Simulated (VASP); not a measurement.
Write the native input for VASP 6.6.1 that does the following.

| Item | Value |
| --- | --- |
| Task | single point |
| Functional | PBE |
| Potentials or basis | VASP PAW PBE potentials, release 64 (Zn) |
| Cutoff | 520 eV |
| k mesh | 16 × 12 × 10 |
| Occupations | gaussian, width 0.1 eV |
| Spin | no spin polarisation |
| Dipole correction | no |
| Further INCAR settings | ALGO = Fast; EDIFF = 1e-06; NBANDS = 32 |

The structure of Zn lies in POSCAR:

```
Zn
1.0
    3.0112829510      0.0091158009     -0.0912768127
    0.7918131414      3.9691961170     -0.0617513054
    0.2843234004      0.1315633649      5.2189462221
Zn
4
Direct
    0.7505008898      0.2501840859      0.8750076955
    0.2494991102      0.7498159141      0.1249923045
    0.2488707852      0.7495465594      0.6250079750
    0.7511292148      0.2504534406      0.3749920250
```

The cell was built from a structure type or drawn by symmetry, and may not be a known phase.

These files were run (other wordings do the same):

INCAR

```
SYSTEM = Zn
ALGO     = Fast           ! electronic algorithm
EDIFF    = 1E-6           ! SCF threshold, eV
ENCUT    = 520            ! plane-wave cutoff, eV
GGA      = PE             ! functional
ISIF     = 2              ! what is computed and relaxed
ISMEAR   = 0              ! smearing method
LASPH    = .True.         ! aspherical terms in the spheres
LCHARG   = .False.        ! write CHGCAR
LREAL    = .False.        ! projectors in reciprocal space
LWAVE    = .False.        ! write WAVECAR
NBANDS   = 32             ! bands
NELM     = 80             ! most SCF steps
PREC     = Accurate       ! precision mode
SIGMA    = 0.1            ! smearing width, eV
```

KPOINTS

```
k-points
0
Gamma
  16 12 10
  0 0 0
```

Potentials or basis: VASP PAW PBE potentials, release 64 (Zn).

Launch:

```bash
$ cat potpaw_PBE.64/Zn/POTCAR > POTCAR
$ mpirun -np 1 vasp_std > vasp.out
```

It gave:

The pressure is 0.3 GPa and the band gap on the k mesh is zero (bands 24 and 25 overlap by 4.14 eV).

Run time: 27 min on 1 thread of Oxide Virtual Turin-like Processor, with other jobs on the host, peak memory 1.2 GiB.
